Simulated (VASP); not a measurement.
# SiN (P6_3mc) in VASP: notebook, part 2 of 2

VASP 6.6.1. The steps go on from the part before.

## (5) Single point, PBE

This run uses another cell than the first one, of 9.90 Å³/atom.

File INCAR:

```
SYSTEM = SiN
PREC     = Accurate       ! precision mode
ENCUT    = 520            ! plane-wave cutoff, eV
EDIFF    = 1E-7           ! SCF threshold, eV
ISMEAR   = 0              ! smearing method
SIGMA    = 0.1            ! smearing width, eV
LREAL    = .FALSE.        ! projectors in reciprocal space
LASPH    = .TRUE.         ! aspherical terms in the spheres
NELM     = 60             ! most SCF steps
ALGO     = Normal         ! electronic algorithm
ISIF     = 2              ! what is computed and relaxed
LWAVE    = .FALSE.        ! write WAVECAR
LCHARG   = .TRUE.         ! write CHGCAR
GGA      = PE             ! functional
LELF     = .TRUE.         ! ELF
LVHAR    = .TRUE.       
NBANDS   = 17             ! bands
```

File KPOINTS:

```
Automatic mesh
0
G
  18 18 8
  0 0 0
```

File POSCAR:

```
SiN
1.0
    2.8370112079      0.0000000000      0.0000000000
   -1.4185056039      2.4569237768      0.0000000000
    0.0000000000      0.0000000000      5.6813325896
Si N
2 2
Direct
    0.3333333333      0.6666666667      0.5157939723
    0.6666666667      0.3333333333      1.0157939723
    0.3333333333      0.6666666667      0.8592060277
    0.6666666667      0.3333333333      0.3592060277
```

Potentials or basis: VASP PAW PBE potentials, release 64 (Si, N).

Started as:

```console
> cat potpaw_PBE.64/Si/POTCAR potpaw_PBE.64/N/POTCAR > POTCAR
> mpirun -np 1 vasp_std > vasp.out
```

OUTCAR:

```text
SYSTEM = SiN
   PREC = Accurate
   ENCUT = 520
   EDIFF = 1E-7
   ISMEAR = 0
   LREAL = .FALSE.
   LASPH = .TRUE.
   NELM = 60
   ISIF = 2
   GGA = PE

 ion  position               nearest neighbor table
   1  0.333  0.667  0.516-   4 1.86   4 1.86   4 1.86   3 1.95
   2  0.667  0.333  0.016-   3 1.86   3 1.86   3 1.86   4 1.95
   3  0.333  0.667  0.859-   2 1.86   2 1.86   2 1.86   1 1.95
   4  0.667  0.333  0.359-   1 1.86   1 1.86   1 1.86   2 1.95

  LATTYP: Found a hexagonal cell.
 ALAT       =     2.8370112079
 C/A-ratio  =     2.0025767166
[... 680 lines left out ...]
  Direction    XX          YY          ZZ          XY          YZ          ZX
  --------------------------------------------------------------------------------------
  -------------------------------------------------------------------------------------
  Total       -0.0188161     -0.0188161     -0.0522258     -0.0000000      0.0000000     -0.0000000
  in kB       -0.7612675     -0.7612675     -2.1129687     -0.0000000      0.0000000     -0.0000000
  external PRESSURE =      -1.2118346 kB  Pullay stress =       0.0000000 kB

 VOLUME and BASIS-vectors are now :
 -----------------------------------------------------------------------------
  energy-cutoff  :      520.00
  volume of cell :       39.60
      direct lattice vectors                 reciprocal lattice vectors
     2.837011208  0.000000000  0.000000000     0.352483627  0.203506517  0.000000000
    -1.418505604  2.456923777  0.000000000     0.000000000  0.407013034  0.000000000
     0.000000000  0.000000000  5.681332590     0.000000000  0.000000000  0.176015043

 POSITION                                       TOTAL-FORCE (eV/Angst)
 -----------------------------------------------------------------------------------
     -0.00000      1.63795      2.93040         0.000000      0.000000     -0.004556
      1.41851      0.81897      0.08973        -0.000000     -0.000000     -0.004556
     -0.00000      1.63795      4.88144         0.000000     -0.000000      0.004556
      1.41851      0.81897      2.04077        -0.000000      0.000000      0.004556
 -----------------------------------------------------------------------------------
    total drift:                               -0.000000     -0.000000     -0.000444

  FREE ENERGIE OF THE ION-ELECTRON SYSTEM (eV)
  ---------------------------------------------------
  free  energy   TOTEN  =       -27.7127784691 eV

  energy  without entropy=      -27.7066770749  energy(sigma->0) =      -27.70972777
```

stdout:

```text
POSCAR found type information on POSCAR SiN
 POSCAR found :  2 types and       4 ions
 scaLAPACK will be used
 LDA part: xc-table for (Slater+PW92), standard interpolation
 POSCAR, INCAR and KPOINTS ok, starting setup
 FFT: planning ... GRIDC
 FFT: planning ... GRID_SOFT
 FFT: planning ... GRID
 WAVECAR not read
 entering main loop
```

Wall time 2.3 min (1 thread of Intel Xeon 8259CL, shared host); peak memory 0.23 GiB.

What came out:

```yaml
Free_energy: -27.7128 eV
Pressure: -0.1 GPa
Largest_force: 0.005 eV/Å
Band_gap_on_the_k_mesh: zero (bands 9 and 10 overlap by 2.55 eV)
```

Forces in eV/Å, atoms in the order of the input:
```
Si   0.000  0.000 -0.005
Si   0.000  0.000 -0.005
N    0.000  0.000  0.005
N    0.000  0.000  0.005
```

## (6) Relaxation of cell and atoms, PBE

File INCAR:

```
PREC = Accurate
ENCUT = 600
EDIFF = 1E-6
ISMEAR = 0
SIGMA = 0.1
LREAL = False
LASPH = True
NELM = 100
ALGO = Normal
ISIF = 3
LWAVE = False
LCHARG = False
GGA = PE
IBRION = 2
NSW = 80
EDIFFG = -0.01
```

File KPOINTS:

```
Automatic mesh
0
Gamma
  18 18 8
```

File POSCAR:

```
SiN
1.0
    2.8336637505      0.0000000000      0.0000000000
   -1.4168318752      2.4540247937      0.0000000000
    0.0000000000      0.0000000000      5.7093892400
Si N
2 2
Direct
    0.3333333333      0.6666666667      0.5153022762
    0.6666666667      0.3333333333      1.0153022762
    0.3333333333      0.6666666667      0.8596977238
    0.6666666667      0.3333333333      0.3596977238
```

Potentials or basis: VASP PAW PBE potentials, release 64 (Si, N).

Started as:

```console
> cat potpaw_PBE.64/Si/POTCAR potpaw_PBE.64/N/POTCAR > POTCAR
> mpirun -np 1 vasp_std > vasp.out
```

Run time: 4.9 min. Hardware: 1 thread of Intel Xeon 8259CL, shared host; peak memory 0.25 GiB.

It converged, with:

```
Free energy                           : -27.7167 eV
Relaxed volume                        : 9.88 Å³/atom
Relaxed cell                          : a = 2.836 Å, b = 2.836 Å, c = 5.673 Å, α = 90.00°, β = 90.00°, γ = 120.00°
Space group after relaxing (to 0.1 Å) : P6_3mc (No. 186)
Energy gained by relaxing             : 0.3 meV/atom
Ionic steps                           : 6
Pressure after relaxing               : 0.1 GPa
Band gap on the k mesh                : zero (bands 9 and 10 overlap by 2.57 eV)
```

The path:
| step | energy change (eV) | largest force (eV/Å) | pressure (GPa) | volume (Å³) |
| --- | --- | --- | --- | --- |
| 1 | 0.0000 | 0.0072 | -0.25 | 39.70 |
| 2 | -0.0009 | 0.0407 | -0.02 | 39.61 |
| 3 | -0.0009 | 0.0462 | 0.03 | 39.60 |
| 4 | -0.0011 | 0.0029 | -0.18 | 39.58 |
| 5 | -0.0011 | 0.0005 | -0.20 | 39.58 |
| 6 | -0.0011 | 0.0002 | 0.07 | 39.51 |

Final structure:
```xyz
4
Lattice="2.8356 0.0000 0.0000 -1.4178 2.4557 0.0000 0.0000 0.0000 5.6732" Properties=species:S:1:pos:R:3 pbc="T T T"
Si    0.0000    1.6371    2.9269
Si    1.4178    0.8186    0.0903
N     0.0000    1.6371    4.8737
N     1.4178    0.8186    2.0371
```

Levels at points of the mesh, in eV from the Fermi level:
| k point | band 7 | band 8 | band 9 | band 10 | band 11 | band 12 |
| --- | --- | --- | --- | --- | --- | --- |
| (0.00, 0.00, 0.00) | -3.94 | -3.94 | -2.91 | 3.19 | 4.50 | 5.03 |
| (0.50, 0.00, 0.00) | -6.03 | -5.16 | -0.76 | 0.95 | 1.58 | 3.92 |
| (0.00, 0.00, 0.50) | -4.15 | -4.15 | 1.19 | 1.19 | 4.31 | 4.31 |
| (0.50, 0.00, 0.50) | -5.63 | -5.63 | -1.36 | -1.36 | 3.29 | 3.29 |

## (7) Summary

| task | cell | k mesh | cutoff (eV) | gap on the mesh (eV) | pressure (GPa) | relaxed volume (Å³/atom) |
| --- | --- | --- | --- | --- | --- | --- |
| single point | a = 2.834, b = 2.834, c = 5.709 Å, angles 90.0, 90.0, 120.0°, 4 atoms, atomic positions A | 6 × 6 × 4 | 520 | none | -0.2 | - |
| relaxation of cell and atoms | relaxed from a = 3.040, b = 3.040, c = 4.988 Å, angles 90.0, 90.0, 120.0°, 4 atoms, atomic positions B | 6 × 6 × 4 | 600 | none | -0.1 | 9.91 |
| single point | a = 2.837, b = 2.837, c = 5.681 Å, angles 90.0, 90.0, 120.0°, 4 atoms, atomic positions A | 18 × 18 × 8 | 520 | none | -0.1 | - |
| relaxation of cell and atoms | relaxed from a = 2.834, b = 2.834, c = 5.709 Å, angles 90.0, 90.0, 120.0°, 4 atoms, atomic positions A | 18 × 18 × 8 | 600 | none | 0.1 | 9.88 |

Alike in all rows: level PBE; potentials or basis VASP PAW PBE potentials, release 64 (Si, N); no spin polarisation; smearing gaussian 0.1 eV.

Caveats: some runs use coarse meshes.

Total energies depend on the potentials used, so only differences within one code and one set of settings carry meaning.
